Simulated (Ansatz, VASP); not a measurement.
## Two plane-wave programs on CuF

The input POSCAR:

```
CuF
1.0
    2.7346299546      0.0000000000      0.0000000000
   -1.3673149773      2.3682590106      0.0000000000
    0.0000000000      0.0000000000      6.3373123585
Cu F
2 2
Direct
    0.0000000000      0.0000000000      0.0000000000
    0.0000000000      0.0000000000      0.5000000000
    0.3333333333      0.6666666667      0.2500000000
    0.6666666667      0.3333333333      0.7500000000
```

INCAR.step1

```
SYSTEM = CuF
PREC     = Accurate       ! precision mode
ENCUT    = 900            ! plane-wave cutoff, eV
ISMEAR   = -1             ! smearing method
SIGMA    = 0.02           ! smearing width, eV
LREAL    = .FALSE.        ! projectors in reciprocal space
LASPH    = .TRUE.         ! aspherical terms in the spheres
NELM     = 120            ! most SCF steps
NBANDS   = 34             ! bands
GGA      = PE             ! functional
ALGO     = Normal         ! electronic algorithm
EDIFF    = 1E-5           ! SCF threshold, eV
LWAVE    = .TRUE.         ! write WAVECAR
LCHARG   = .FALSE.        ! write CHGCAR
GGA_COMPAT= .FALSE.
```

INCAR.step2

```
SYSTEM = CuF
PREC     = Accurate       ! precision mode
ENCUT    = 900            ! plane-wave cutoff, eV
EDIFF    = 1E-6           ! SCF threshold, eV
ISMEAR   = -1             ! smearing method
SIGMA    = 0.02           ! smearing width, eV
LREAL    = .FALSE.        ! projectors in reciprocal space
LASPH    = .TRUE.         ! aspherical terms in the spheres
NELM     = 120            ! most SCF steps
ALGO     = Normal         ! electronic algorithm
ISIF     = 2              ! what is computed and relaxed
LWAVE    = .FALSE.        ! write WAVECAR
LCHARG   = .FALSE.        ! write CHGCAR
METAGGA  = R2SCAN         ! meta-GGA
LMIXTAU  = .TRUE.       
NBANDS   = 34             ! bands
ISTART   = 1            
GGA_COMPAT= .FALSE.
```

File KPOINTS:

```
regular mesh
0
G
  9 9 4
  0 0 0
```

Input for Ansatz:

```yaml
crystal:
  lattice:
    - [2.7346299546, 0.0, 0.0]
    - [-1.3673149773, 2.3682590106, 0.0]
    - [0.0, 0.0, 6.3373123585]
  atoms:
    - { symbol: Cu, position: [0.0, 0.0, 0.0] }
    - { symbol: Cu, position: [0.0, 0.0, 0.5] }
    - { symbol: F, position: [0.3333333333, 0.6666666667, 0.25] }
    - { symbol: F, position: [0.6666666667, 0.3333333333, 0.75] }
kpoints:
  mp_grid: { grid: [9, 9, 4] }
hamiltonian:
  xc: r2scan
scf:
  occupations: { method: fermi_dirac, width: 0.02 }
  n_extra_bands: 5
output:
  forces: true
  stress: true
  eigenvalues: true
```

Alike in both runs: task single point; functional r2SCAN; k mesh 9 × 9 × 4; occupations fermi-dirac, width 0.02 eV; no spin polarisation.

```csv
,VASP,Ansatz
version,VASP 6.6.1,Ansatz 0.2.0
potentials or method,"VASP PAW PBE potentials, release 64 (Cu_sv_GW, F)","plane waves, PAW"
plane-wave cutoff (eV),900,500
valence electrons in the cell,52,52
```

|  | VASP | Ansatz | Ansatz less VASP |
| --- | --- | --- | --- |
| pressure (GPa) | 3.2 | 3.8 | +0.65 |
| traceless stress, the component that is largest in VASP (GPa) | 0.96 | 0.97 | +0.010 |

VASP's potentials were made for PBE, not for r2SCAN. With one functional, cell and mesh, what is left measures potentials, basis and numerics.
